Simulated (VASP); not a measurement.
Set up this calculation in VASP 6.6.1, as the native input.

| Quantity | Value |
| --- | --- |
| Task | single point |
| Functional | PBEsol |
| Potentials or basis | VASP PAW PBE potentials, release 64 (Al) |
| Cutoff | 520 eV |
| k mesh | 12 × 12 × 6 |
| Occupations | fermi-dirac, width 0.1 eV |
| Spin | no spin polarisation |
| Dipole correction | no |
| Further INCAR settings | ALGO = Normal; EDIFF = 1e-06; NBANDS = 10 |

The structure of Al lies in POSCAR:

```
Al
1.0
    2.7744441918      0.0000000000      0.0000000000
   -1.3872225891      2.4027396674      0.0000000000
    0.0000000000      0.0000000000      4.8010736936
Al
2
Direct
    0.6666666667      0.3333333333      0.7500000000
    0.3333333333      0.6666666667      0.2500000000
```

These files were run (other wordings do the same):

INCAR

```
PREC = Accurate
ENCUT = 520
EDIFF = 1E-6
ISMEAR = -1
SIGMA = 0.1
LREAL = F
LASPH = T
NELM = 60
ALGO = Normal
ISIF = 2
LWAVE = F
LCHARG = T
GGA = PS
LELF = T
LVHAR = T
NBANDS = 10
```

KPOINTS

```
regular mesh
0
Gamma
  12 12 6
```

Potentials or basis: VASP PAW PBE potentials, release 64 (Al).

Launch:

```sh
$ cat potpaw_PBE.64/Al/POTCAR > POTCAR
$ mpirun -np 1 vasp_std > vasp.out
```

It gave:

| Property | Result |
| --- | --- |
| Pressure | 1.8 GPa |
| Band gap on the k mesh | zero (band 3 reaches 12.02 eV, above the bottom of band 4 at 5.15 eV) |

Caveat: the PAW data sets were made with another functional, which shifts forces and pressure a little.

It took 44 s on 1 thread of AMD EPYC 7R13, with other jobs on the host, peak memory 0.13 GiB.
